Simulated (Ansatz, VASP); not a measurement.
This is a calculation of CuSi4P3 for VASP 6.6.1.

INCAR

```
PREC = Accurate
ENCUT = 520
EDIFF = 1E-6
ISMEAR = -1
SIGMA = 0.05
LREAL = F
LASPH = T
NELM = 60
ALGO = Normal
ISIF = 2
LWAVE = F
LCHARG = T
GGA = PE
LELF = T
LVHAR = T
NBANDS = 31
```

File KPOINTS:

```
regular mesh
0
Gamma
  8 8 8
```

POSCAR

```
CuSi4P3
1.0
    1.9357869250      1.1176271022     11.5543338505
   -1.9357869250      1.1176271022     11.5543338505
    0.0000000000     -2.2352542045     11.5543338505
Cu P Si
1 3 4
Direct
    0.9944980000      0.9944980000      0.9944980000
    0.3138850000      0.3138850000      0.3138850000
    0.5632290000      0.5632290000      0.5632290000
    0.8164080000      0.8164080000      0.8164080000
    0.0631480000      0.0631480000      0.0631480000
    0.2502400000      0.2502400000      0.2502400000
    0.4980110000      0.4980110000      0.4980110000
    0.7505810000      0.7505810000      0.7505810000
```

Potentials or basis: VASP PAW PBE potentials, release 64 (Cu, P, Si).

Command:

```sh
$ cat potpaw_PBE.64/Cu/POTCAR potpaw_PBE.64/P/POTCAR potpaw_PBE.64/Si/POTCAR > POTCAR
$ mpirun -np 1 vasp_std > vasp.out
```

Q: Translate it to Ansatz 0.2.0. Potentials there: Ansatz PAW.

A: As run (the cutoff follows the program's own potentials):

The input input.yaml:

```yaml
crystal:
  lattice:
    - [1.935786925, 1.1176271022, 11.5543338505]
    - [-1.935786925, 1.1176271022, 11.5543338505]
    - [0.0, -2.2352542045, 11.5543338505]
  atoms:
    - { symbol: Cu, position: [0.994498, 0.994498, 0.994498] }
    - { symbol: P, position: [0.313885, 0.313885, 0.313885] }
    - { symbol: P, position: [0.563229, 0.563229, 0.563229] }
    - { symbol: P, position: [0.816408, 0.816408, 0.816408] }
    - { symbol: Si, position: [0.063148, 0.063148, 0.063148] }
    - { symbol: Si, position: [0.25024, 0.25024, 0.25024] }
    - { symbol: Si, position: [0.498011, 0.498011, 0.498011] }
    - { symbol: Si, position: [0.750581, 0.750581, 0.750581] }
hamiltonian:
  xc: pbe
  pseudopotentials: { kind: paw }
kpoints:
  mp_grid: { grid: [8, 8, 8] }
scf:
  occupations: { method: fermi_dirac, width: 0.05 }
output:
  forces: true
  stress: true
  eigenvalues: true
```

Potentials or basis: Ansatz PAW.

Run with:

```bash
$ ansatz run input.yaml --threads 4 --pin off --max-ram 10240MiB --backend cpu --events-out ev --progress --plain --runs-dir out
```

Both were run:

|  | VASP | Ansatz | Ansatz less VASP |
| --- | --- | --- | --- |
| gap on the k mesh at the Fermi level (eV) | none | none | - |
| pressure (GPa) | 0.6 | 0.7 | +0.07 |
| traceless stress, the component that is largest in VASP (GPa) | 1.38 | 1.41 | +0.029 |
| rms of the force components (eV/Å) | 0.198 | 0.194 | -0.0038 |

Atom by atom the forces differ by 0.013 eV/Å (rms over components). A gap of «none» marks a metal or a gap that the smearing closes. VASP's potentials hold 42 valence electrons a cell and Ansatz's 50, so a difference there can come from the potentials and not from the codes.
